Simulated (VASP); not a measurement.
Here is a VASP 6.6.1 calculation.

The input POSCAR:

```
SnTe
1.0
    0.0000000000      3.6111460000      3.6111460000
    3.6111460000      0.0000000000      3.6111460000
    3.6111460000      3.6111460000      0.0000000000
Te Sn
1 1
Direct
    0.2500000000      0.2500000000      0.2500000000
    0.0000000000      0.0000000000      0.0000000000
```

Contents of INCAR.step1:

```
PREC = Accurate
ENCUT = 520
ISMEAR = -1
SIGMA = 0.05
LREAL = F
LASPH = T
NELM = 80
NBANDS = 17
GGA = PE
ALGO = Normal
EDIFF = 1E-4
LWAVE = T
LCHARG = F
```

File INCAR.step2:

```
PREC = Accurate
ENCUT = 520
EDIFF = 1E-7
ISMEAR = -1
SIGMA = 0.05
LREAL = F
LASPH = T
NELM = 80
ALGO = Normal
ISIF = 2
LWAVE = F
LCHARG = F
METAGGA = R2SCAN
LMIXTAU = T
NBANDS = 17
ISTART = 1
```

File KPOINTS:

```
regular mesh
0
Gamma
  4 4 4
```

Potentials or basis: VASP PAW PBE potentials, release 64 (Te, Sn_d).

The run is started by

```sh
$ cat potpaw_PBE.64/Te/POTCAR potpaw_PBE.64/Sn_d/POTCAR > POTCAR
$ cp INCAR.step1 INCAR
$ mpirun -np 1 vasp_std > vasp.out
$ cp INCAR.step2 INCAR
$ mpirun -np 1 vasp_std > vasp.out
```

(1) Estimate the band gap on the k mesh.

(2) Estimate the pressure.

## Answers

(1) 0.16 eV, indirect (least direct gap 0.90 eV).

(2) -0.8 GPa.

Caveat: the PAW data sets were made with another functional, which shifts forces and pressure a little; spin-orbit coupling is left out, which moves the levels of the heavy elements.
